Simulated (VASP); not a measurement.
## MgO: single point with r2SCAN

The system is MgO.

```xyz
4
Lattice="3.3527 0.0000 0.0000 -1.6764 2.9035 0.0000 0.0000 0.0000 5.1331" Properties=species:S:1:pos:R:3 pbc="T T T"
Mg    0.0000    1.9357   -0.0505
Mg    1.6764    0.9678    2.5161
O     0.0000    1.9357    1.9754
O     1.6764    0.9678    4.5420
```

This cell differs from its parent crystal: volume changed by +6%.

```
Program                : VASP 6.6.1
Task                   : single point
Functional             : r2SCAN
Potentials or basis    : VASP PAW PBE potentials, release 64 (Mg, O)
Cutoff                 : 520 eV
k mesh                 : 9 × 9 × 4
Occupations            : gaussian, width 0.01 eV
Spin                   : no spin polarisation
Dipole correction      : no
Further INCAR settings : ALGO = Normal; EDIFF = 1e-06; NBANDS = 16
```

```yaml
Pressure: -7.2 GPa
Largest_force: 0.046 eV/Å
Band_gap_on_the_k_mesh: 3.88 eV, direct
```

Forces on the atoms (eV/Å):
```
Mg   0.000  0.000  0.046
Mg   0.000  0.000  0.046
O    0.000  0.000 -0.046
O    0.000  0.000 -0.046
```

Stress tensor (GPa, compression positive):
```
-7.48  0.00  0.00
 0.00 -7.48  0.00
 0.00  0.00 -6.55
```

Levels at points of the mesh, in eV from the valence-band top:
```csv
k point,band 4,band 5,band 6,band 7,band 8,band 9,band 10,band 11,band 12,band 13
"(0.00, 0.00, 0.00)",-0.66,-0.66,-0.35,-0.35,0.00,3.88,8.99,10.69,14.79,14.79
"(0.00, 0.00, 0.50)",-1.88,-0.51,-0.51,-0.51,-0.51,6.33,6.33,13.66,13.66,15.26
```

Wall time 64 s on 1 thread of AMD EPYC 9R45 96-Core Processor (Zen 5), with other jobs on the host, peak memory 0.16 GiB.

Caveat: the PAW data sets were made with another functional, which shifts forces and pressure a little.
